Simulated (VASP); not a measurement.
## PbSe: relaxation of cell and atoms with PBE

PbSe:

```xyz
2
Lattice="-2.1985 2.1985 3.1366 2.1985 -2.1985 3.1366 2.1985 2.1985 -3.1366" Properties=species:S:1:pos:R:3 pbc="T T T"
Pb    0.0000    0.0000    3.2001
Se    0.0000    0.0000    6.1758
```

* Program: VASP 6.6.1
* Task: relaxation of cell and atoms
* Functional: PBE
* Potentials or basis: VASP PAW PBE potentials, release 64 (Pb_d, Se)
* Cutoff: 600 eV
* k mesh: 10 × 10 × 10
* Occupations: gaussian, width 0.02 eV
* Spin: no spin polarisation
* Dipole correction: no
* Further INCAR settings: ALGO = Normal; EDIFF = 1e-06; IBRION = 2; EDIFFG = -0.01; NSW = 100; ISIF = 3

```json
{
  "Relaxed volume": "30.07 Å³/atom",
  "Relaxed cell": "a = 4.398 Å, b = 4.398 Å, c = 4.398 Å, α = 120.01°, β = 120.01°, γ = 89.98°",
  "Space group after relaxing (to 0.1 Å)": "Fm-3m (No. 225)",
  "Energy gained by relaxing": "1.6 meV/atom",
  "Ionic steps": "10",
  "Pressure after relaxing": "0.0 GPa",
  "Largest force after relaxing": "0.004 eV/Å",
  "Band gap on the k mesh": "0.44 eV"
}
```

Forces in eV/Å, atoms in the order of the input:
```
Pb   0.000  0.000 -0.004
Se   0.000  0.000  0.004
```

Step by step:
| step | energy change (eV) | largest force (eV/Å) | pressure (GPa) | volume (Å³) |
| --- | --- | --- | --- | --- |
| 1 | 0.0000 | 0.0448 | -0.09 | 60.64 |
| 2 | -0.0002 | 0.0449 | 0.01 | 60.49 |
| 3 | -0.0004 | 0.0456 | 0.21 | 60.18 |
| 4 | -0.0005 | 0.0444 | 0.21 | 60.18 |
| 5 | -0.0009 | 0.0401 | 0.19 | 60.17 |
| 6 | -0.0015 | 0.0332 | 0.16 | 60.15 |
| 7 | -0.0023 | 0.0219 | 0.09 | 60.12 |
| 8 | -0.0030 | 0.0070 | 0.04 | 60.06 |
| 9 | -0.0032 | 0.0017 | -0.04 | 60.18 |
| 10 | -0.0032 | 0.0044 | -0.02 | 60.15 |

Final structure:
```
CELL_PARAMETERS angstrom
-2.19864 2.19864 3.11052
2.19864 -2.19864 3.11052
2.19864 2.19864 -3.11052
ATOMIC_POSITIONS crystal
Pb 0.49878 0.49878 0.00000
Se 0.99582 0.99582 0.00000
```

Levels at points of the mesh, in eV from the valence-band top:
| k point | band 7 | band 8 | band 9 | band 10 | band 11 | band 12 | band 13 | band 14 |
| --- | --- | --- | --- | --- | --- | --- | --- | --- |
| (0.00, 0.00, 0.00) | -6.34 | -1.63 | -1.63 | -1.63 | 4.63 | 4.64 | 4.64 | 6.65 |
| (0.50, 0.00, 0.00) | -8.51 | -1.26 | -1.25 | 0.00 | 0.44 | 1.83 | 1.83 | 8.53 |
| (0.50, 0.50, 0.00) | -7.27 | -4.56 | -2.91 | -2.90 | 3.93 | 5.46 | 5.47 | 5.88 |
| (0.50, 0.50, 0.50) | -7.27 | -4.55 | -2.90 | -2.90 | 3.93 | 5.47 | 5.47 | 5.88 |

It took 6.9 min on 1 thread of Intel(R) Xeon(R) Platinum 8259CL CPU @ 2.50GHz (Skylake/Cascade Lake) (shared host), peak memory 0.3 GiB.

Caveat: spin-orbit coupling is left out, which moves the levels of the heavy elements. A k mesh can miss the band edges.
